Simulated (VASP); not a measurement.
# Hf2N (Pnnm) in VASP: single point with PBEsol

Aim: the single point of Hf2N with PBEsol.

All numbers are computed with VASP 6.6.1; they aren't measurements. Logs are shortened: lines on timing, memory, paths and dates and some standing lists are left out, and cuts for length are marked.

**1. The cell of the first run**

It takes space group Pnnm (No. 58, orthorhombic). Conventional cell: a = 5.296 Å, b = 5.494 Å, c = 3.227 Å, α = 90.00°, β = 90.00°, γ = 90.00°. Hf (site symmetry m) has 3 N at 2.25 Å within 3.0 Å. N (site symmetry 2/m) has 6 Hf at 2.25 Å within 3.0 Å.

**2. Single point, PBEsol (strain +0.0375 x Voigt [0, 1, 0, 0, 0, 0])**

Contents of INCAR:

```
SYSTEM = Hf2N
PREC     = Accurate       ! precision mode
ENCUT    = 520            ! plane-wave cutoff, eV
EDIFF    = 1E-7           ! SCF threshold, eV
ISMEAR   = 0              ! smearing method
SIGMA    = 0.15           ! smearing width, eV
LREAL    = .False.        ! projectors in reciprocal space
LASPH    = .True.         ! aspherical terms in the spheres
NELM     = 80             ! most SCF steps
ALGO     = Normal         ! electronic algorithm
ISIF     = 2              ! what is computed and relaxed
LWAVE    = .False.        ! write WAVECAR
LCHARG   = .False.        ! write CHGCAR
GGA      = PS             ! functional
NBANDS   = 34             ! bands
```

Contents of KPOINTS:

```
regular mesh
0
Gamma
  10 10 14
  0 0 0
```

Contents of POSCAR:

```
Hf2N
1.0
    5.2955389254      0.0000000000      0.0000000000
    0.0000000000      5.4941216351      0.0000000000
    0.0000000000      0.0000000000      3.2274489825
Hf N
4 2
Direct
    0.2954633019      0.2954633019      0.0000000000
    0.7045366981      0.7045366981      0.0000000000
    0.7954633019      0.2045366981      0.5000000000
    0.2045366981      0.7954633019      0.5000000000
    0.0000000000      0.0000000000      0.0000000000
    0.5000000000      0.5000000000      0.5000000000
```

Potentials or basis: VASP PAW PBE potentials, release 64 (Hf_pv, N).

Run with:

```bash
cat potpaw_PBE.64/Hf_pv/POTCAR potpaw_PBE.64/N/POTCAR > POTCAR
mpirun -np 1 vasp_std > vasp.out
```

OUTCAR:

```text
SYSTEM = Hf2N
   PREC = Accurate
   ENCUT = 520
   EDIFF = 1E-7
   ISMEAR = 0
   LREAL = .False.
   LASPH = .True.
   NELM = 80
   ISIF = 2
   GGA = PS

 ion  position               nearest neighbor table
   1  0.295  0.295  0.000-   6 2.25   6 2.25   5 2.25   2 3.12   3 3.14   3 3.14   3 3.14   3 3.14
                             4 3.22   4 3.22   4 3.22   4 3.22   2 3.85
   2  0.705  0.705  0.000-   6 2.25   6 2.25   5 2.25   1 3.12   4 3.14   4 3.14   4 3.14   4 3.14
                             3 3.22   3 3.22   3 3.22   3 3.22   1 3.85
   3  0.795  0.205  0.500-   5 2.25   5 2.25   6 2.25   4 3.12   1 3.14   1 3.14   1 3.14   1 3.14
                             2 3.22   2 3.22   2 3.22   2 3.22   4 3.85
   4  0.205  0.795  0.500-   5 2.25   5 2.25   6 2.25   3 3.12   2 3.14   2 3.14   2 3.14   2 3.14
                             1 3.22   1 3.22   1 3.22   1 3.22   3 3.85
   5  0.000  0.000  0.000-   3 2.25   4 2.25   3 2.25   4 2.25   1 2.25   2 2.25
   6  0.500  0.500  0.500-   1 2.25   2 2.25   1 2.25   2 2.25   3 2.25   4 2.25

  LATTYP: Found a simple orthorhombic cell.
 ALAT       =     3.2274489825
 B/A-ratio  =     1.6407816062
 C/A-ratio  =     1.7023109164

  Lattice vectors:

 A1 = (   0.0000000000,   0.0000000000,   3.2274489825)
 A2 = (   5.2955389254,   0.0000000000,   0.0000000000)
 A3 = (   0.0000000000,   5.4941216351,   0.0000000000)

Analysis of symmetry for initial positions (statically):
=====================================================================
 Subroutine PRICEL returns:
 Original cell was already a primitive cell.

 Routine SETGRP: Setting up the symmetry group for a
 simple orthorhombic supercell.

 Subroutine GETGRP returns: Found  8 space group operations
 (whereof  4 operations were pure point group operations)
 out of a pool of  8 trial point group operations.

The static configuration has the point symmetry C_2h.
 The point group associated with its full space group is D_2h.

Analysis of symmetry for dynamics (positions and initial velocities):
=====================================================================
 Subroutine PRICEL returns:
 Original cell was already a primitive cell.

 Routine SETGRP: Setting up the symmetry group for a
 simple orthorhombic supercell.

 Subroutine GETGRP returns: Found  8 space group operations
 (whereof  4 operations were pure point group operations)
 out of a pool of  8 trial point group operations.

The dynamic configuration has the point symmetry C_2h.
 The point group associated with its full space group is D_2h.

 Subroutine INISYM returns: Found  8 space group operations
 (whereof  4 operations are pure point group operations),
 and found     1 'primitive' translations

----------------------------------------------------------------------------------------

                                     Primitive cell

  volume of cell :      93.9005

  direct lattice vectors                    reciprocal lattice vectors
     5.295538925  0.000000000  0.000000000     0.188838193  0.000000000  0.000000000
     0.000000000  5.494121635  0.000000000     0.000000000  0.182012716  0.000000000
     0.000000000  0.000000000  3.227448982     0.000000000  0.000000000  0.309842233

  length of vectors
     5.295538925  5.494121635  3.227448982     0.188838193  0.182012716  0.309842233

  position of ions in fractional coordinates (direct lattice)
     0.295463302  0.295463302  0.000000000
     0.704536698  0.704536698  0.000000000
     0.795463302  0.204536698  0.500000000
     0.204536698  0.795463302  0.500000000
     0.000000000  0.000000000  0.000000000
     0.500000000  0.500000000  0.500000000

  ion indices of the primitive-cell ions
   primitive index   ion index
                 1           1
                 2           2
                 3           3
                 4           4
                 5           5
                 6           6

----------------------------------------------------------------------------------------

 KPOINTS: regular mesh

Automatic generation of k-mesh.
 Grid dimensions read from file:
 generate k-points for:   10   10   14

 Generating k-lattice:

  Cartesian coordinates                     Fractional coordinates (reciprocal lattice)
     0.018883819  0.000000000  0.000000000     0.100000000  0.000000000  0.000000000
     0.000000000  0.018201272  0.000000000     0.000000000  0.100000000  0.000000000
     0.000000000  0.000000000  0.022131588     0.000000000  0.000000000  0.071428571

  Length of vectors
     0.018883819  0.018201272  0.022131588

  Shift w.r.t. Gamma in fractional coordinates (k-lattice)
     0.000000000  0.000000000  0.000000000

 Subroutine IBZKPT returns following result:
 ===========================================

 Found    288 irreducible k-points:

 Following reciprocal coordinates:
            Coordinates               Weight
  0.000000  0.000000  0.000000      1.000000
  0.100000  0.000000  0.000000      2.000000
  0.200000  0.000000  0.000000      2.000000
  0.300000  0.000000  0.000000      2.000000
  0.400000  0.000000  0.000000      2.000000
  0.500000  0.000000  0.000000      1.000000
[... 16 lines left out ...]
  0.400000  0.300000  0.000000      4.000000
  0.500000  0.300000  0.000000      2.000000
 [... further k-points ...]
   k-points           NKPTS =    288   k-points in BZ     NKDIM =    288   number of bands    NBANDS=     34
   number of dos      NEDOS =    301   number of ions     NIONS =      6
   total plane-waves  NPLWV =  40320
   dimension x,y,z NGX =    40 NGY =   42 NGZ =   24
   dimension x,y,z NGXF=    80 NGYF=   84 NGZF=   48
   ions per type =               4   2
   NGX,Y,Z   is equivalent  to a cutoff of  12.56, 12.71, 12.36 a.u.
   NGXF,Y,Z  is equivalent  to a cutoff of  25.11, 25.42, 24.72 a.u.
 SYSTEM =  Hf2N
   PREC   = accura    normal or accurate (medium, high low for compatibility)
   ISTART =      0    job   : 0-new  1-cont  2-samecut
   ICHARG =      2    charge: 1-file 2-atom 10-const
   ISPIN  =      1    spin polarized calculation?
   LNONCOLLINEAR =      F non collinear calculations
   LSORBIT =      F    spin-orbit coupling
   LASPH  =      T    aspherical Exc in radial PAW
   ENCUT  =  520.0 eV  38.22 Ry    6.18 a.u.   9.85 10.22  6.00*2*pi/ulx,y,z
   NELM   =     80;   NELMIN=  2; NELMDL= -5     # of ELM steps
   EDIFF  = 0.1E-06   stopping-criterion for ELM
   LREAL  =      F    real-space projection
   EDIFFG = 0.1E-05   stopping-criterion for IOM
   NSW    =      0    number of steps for IOM
   IBRION =     -1    ionic relax: 0-MD 1-quasi-New 2-CG
   NFREE  =      0    steps in history (QN), initial steepest desc. (CG)
   ISIF   =      2    stress and relaxation
   ISYM   =      2    0-nonsym 1-usesym 2-fastsym
   POTIM  = 0.5000    time-step for ionic-motion
   TEBEG  =    0.0;   TEEND  =   0.0 temperature during run
   PSTRESS=    0.0 pullay stress
   NELECT =      50.0000    total number of electrons
   NUPDOWN=      -1.0000    fix difference up-down
   EMIN   =  10.00;   EMAX   =-10.00  energy-range for DOS
   EFERMI =   0.00;   METHOD = LEGACY
   ISMEAR =     0;   SIGMA  =   0.15  broadening in eV -4-tet -1-fermi 0-gaus
   EFERMI_NEDOS =   21; number of points for ismear=-14 and -15
   IALGO  =     38    algorithm
   IMIX   =      4    mixing-type and parameters
     AMIX     =   0.40;   BMIX     =  1.00
     AMIX_MAG =   1.60;   BMIX_MAG =  1.00
  volume/ion in A,a.u.               =      15.65       105.61
  Fermi-wavevector in a.u.,A,eV,Ry     =   1.326912  2.507501 23.955727  1.760696
  Thomas-Fermi vector in A             =   2.456264
   LORBIT       =      0    0 simple, 1 ext, 2 COOP (PROOUT), +10 PAW based schemes
   GGA     = PS    functional components
   LHFCALC =     F    Hartree Fock is set to
   AEXX    =    0.0000 exact exchange contribution
   IVDW    =     0    specifies the selected vdW correction
   LEPSILON=     F    determine dielectric tensor
   LRPA    =     F    only Hartree local field effects (RPA)
 non-spin polarized calculation
 Gauss-broadening in eV      SIGMA  =   0.15
  energy-cutoff  :      520.00
  volume of cell :       93.90
 maximum number of plane-waves:      2562
 NGX is ok and might be reduce to    40
   NGX = 19   NGY = 21   NGZ = 13

 number of electron      50.0000003 magnetization

 Free energy of the ion-electron system (eV)
  ---------------------------------------------------
  ext. energy  EPLUGINS =         0.00000000
  ---------------------------------------------------
  free energy    TOTEN  =       -67.36526469 eV

  energy without entropy =      -67.33626282  energy(sigma->0) =      -67.35076375

 E-fermi :   5.6052     XC(G=0): -11.9793

 val. band max:        5.6042667943   @ k =   0.3000   0.4000   0.1429
 cond. band min:       5.6062902364   @ k =   0.1000   0.2000   0.0714
 fundamental gap:      0.0020234420
 Fermi energy:         5.6052375349

 k-point     1 :       0.0000    0.0000    0.0000
  band No.  band energies     occupation
      1     -25.5269      2.00000
      2     -25.0945      2.00000
      3     -25.0770      2.00000
      4     -24.9985      2.00000
      5     -24.7864      2.00000
      6     -24.6843      2.00000
[... 26 lines left out ...]
     33       8.5671      0.00000
     34       8.8046      0.00000

 k-point     2 :       0.1000    0.0000    0.0000
  band No.  band energies     occupation
      1     -25.5131      2.00000
      2     -25.0995      2.00000
      3     -25.0476      2.00000
      4     -25.0145      2.00000
      5     -24.7812      2.00000
      6     -24.6795      2.00000
[... 26 lines left out ...]
     33       8.4786      0.00000
     34       8.9880      0.00000

 k-point     3 :       0.2000    0.0000    0.0000
  band No.  band energies     occupation
      1     -25.4736      2.00000
      2     -25.0837      2.00000
      3     -25.0576      2.00000
      4     -24.9913      2.00000
      5     -24.7660      2.00000
      6     -24.6719      2.00000
[... 26 lines left out ...]
     33       8.5649      0.00000
     34       9.2829      0.00000

 k-point     4 :       0.3000    0.0000    0.0000
  band No.  band energies     occupation
      1     -25.4142      2.00000
      2     -25.1186      2.00000
      3     -25.0394      2.00000
      4     -24.9193      2.00000
      5     -24.7421      2.00000
      6     -24.6872      2.00000
[... 26 lines left out ...]
     33       8.8635      0.00000
     34       9.6380      0.00000

 k-point     5 :       0.4000    0.0000    0.0000
  band No.  band energies     occupation
      1     -25.3427      2.00000
      2     -25.1899      2.00000
      3     -24.9672      2.00000
      4     -24.8386      2.00000
      5     -24.7697      2.00000
      6     -24.7116      2.00000
[... 621 lines left out ...]
 k-point    22 :       0.3000    0.3000    0.0000
  band No.  band energies     occupation
      1     -25.3226      2.00000
      2     -25.1065      2.00000
      3     -25.0167      2.00000
      4     -24.8818      2.00000
      5     -24.7296      2.00000
      6     -24.7101      2.00000
[... 26 lines left out ...]
     33       9.2218      0.00000
     34       9.7349      0.00000

 k-point    23 :       0.4000    0.3000    0.0000
  band No.  band energies     occupation
      1     -25.2552      2.00000
      2     -25.1276      2.00000
      3     -24.9760      2.00000
      4     -24.8296      2.00000
      5     -24.8001      2.00000
      6     -24.6883      2.00000
[... 26 lines left out ...]
     33       8.7675      0.00000
     34       9.7094      0.00000

 k-point    24 :       0.5000    0.3000    0.0000
  band No.  band energies     occupation
      1     -25.1867      2.00000
      2     -25.1867      2.00000
      3     -24.8949      2.00000
      4     -24.8949      2.00000
      5     -24.7562      2.00000
      6     -24.7562      2.00000
[... 26 lines left out ...]
     33       9.2653      0.00000
     34       9.2653      0.00000

 [... further k-points ...]

------------------------ aborting loop because EDIFF is reached ----------------------------------------

  FORCE on cell =-STRESS in cart. coord.  units (eV):
  Direction    XX          YY          ZZ          XY          YZ          ZX
  --------------------------------------------------------------------------------------
  -------------------------------------------------------------------------------------
  Total       -3.5853837     -7.2960898     -2.8659087      0.0000000      0.0000000      0.0000000
  in kB      -61.1756225   -124.4895601    -48.8995779      0.0000000      0.0000000      0.0000000
  external PRESSURE =     -78.1882535 kB  Pullay stress =       0.0000000 kB

 VOLUME and BASIS-vectors are now :
 -----------------------------------------------------------------------------
  energy-cutoff  :      520.00
  volume of cell :       93.90
      direct lattice vectors                 reciprocal lattice vectors
     5.295538925  0.000000000  0.000000000     0.188838193  0.000000000  0.000000000
     0.000000000  5.494121635  0.000000000     0.000000000  0.182012716  0.000000000
     0.000000000  0.000000000  3.227448982     0.000000000  0.000000000  0.309842233

 POSITION                                       TOTAL-FORCE (eV/Angst)
 -----------------------------------------------------------------------------------
      1.56464      1.62331      0.00000        -0.009534      0.156686      0.000000
      3.73090      3.87081      0.00000         0.009534     -0.156686      0.000000
      4.21241      1.12375      1.61372        -0.009534     -0.156686      0.000000
      1.08313      4.37037      1.61372         0.009534      0.156686      0.000000
      0.00000      0.00000      0.00000         0.000000      0.000000      0.000000
      2.64777      2.74706      1.61372         0.000000      0.000000      0.000000
 -----------------------------------------------------------------------------------
    total drift:                                0.000000      0.000000      0.000000

  FREE ENERGIE OF THE ION-ELECTRON SYSTEM (eV)
  ---------------------------------------------------
  free  energy   TOTEN  =       -67.3652646919 eV

  energy  without entropy=      -67.3362628163  energy(sigma->0) =      -67.35076375
```

Run time: 13 min. Hardware: 1 thread of Intel Xeon 8259CL, shared host; peak memory 0.7 GiB.

Results:

| Property | Result |
| --- | --- |
| Free energy | -67.3653 eV |
| Pressure | -7.8 GPa |
| Largest force | 0.157 eV/Å |
| Band gap on the k mesh | zero (bands 25 and 26 overlap by 2.61 eV) |

Forces on the atoms (eV/Å):
```
Hf  -0.010  0.157  0.000
Hf   0.010 -0.157  0.000
Hf  -0.010 -0.157  0.000
Hf   0.010  0.157  0.000
N    0.000  0.000  0.000
N    0.000  0.000  0.000
```

Stress tensor (GPa, compression positive):
```
 -6.12   0.00   0.00
  0.00 -12.45   0.00
  0.00   0.00  -4.89
```

Caveat: the cell differs from its parent crystal (strain +0.0375 x Voigt [0, 1, 0, 0, 0, 0]); the stress differs along the axes, from -12 to -5 GPa; the PAW data sets were made with another functional, which shifts forces and pressure a little; spin-orbit coupling is left out, which moves the levels of the heavy elements.
